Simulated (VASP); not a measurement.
Runs of VASP 6.6.1 on Sb. The structure is that of space group Pm-3m (No. 221), or close to it. The cells are those of the table. This isn't the form of Sb at room conditions, which is rhombohedral.

```tsv
task	cell	cutoff (eV)	gap on the mesh (eV)	pressure (GPa)
relaxation of cell and atoms	relaxed to 15 GPa from a = 2.922, b = 4.121, c = 4.121 Å, angles 90.0, 90.1, 90.0°, 2 atoms	600	none	15.0
single point	a = 2.998, b = 4.229, c = 4.229 Å, angles 90.0, 90.1, 90.0°, 2 atoms	520	none	(a)
single point	a = 2.932, b = 4.136, c = 4.136 Å, angles 90.0, 90.1, 90.0°, 2 atoms	520	none	15.1
relaxation of cell and atoms	relaxed to 8 GPa from a = 2.990, b = 4.223, c = 4.222 Å, angles 90.0, 90.1, 90.0°, 2 atoms	600	none	8.0
single point	a = 3.297, b = 4.383, c = 4.382 Å, angles 90.0, 90.1, 90.0°, 2 atoms	520	none	-2.1
```

Alike in all rows: level PBE; potentials or basis VASP PAW PBE potentials, release 64 (Sb); no spin polarisation; k mesh 14 × 10 × 10; smearing gaussian 0.1 eV.

Question: Fill in the values left out.

Answer: (a) 8.1.

Caveats: spin-orbit coupling is left out, which moves the levels of the heavy elements; the cell is relaxed towards a set pressure, so the run minimises the enthalpy, not the energy (at least some runs); the cell stands under pressure (at least some runs); the stress differs along the axes, from -6 to -0 GPa (at least some runs).

A k mesh can miss the band edges, and the runs leave out spin-orbit coupling on Sb.

A gap of «none» marks levels without a gap at the run's occupations.
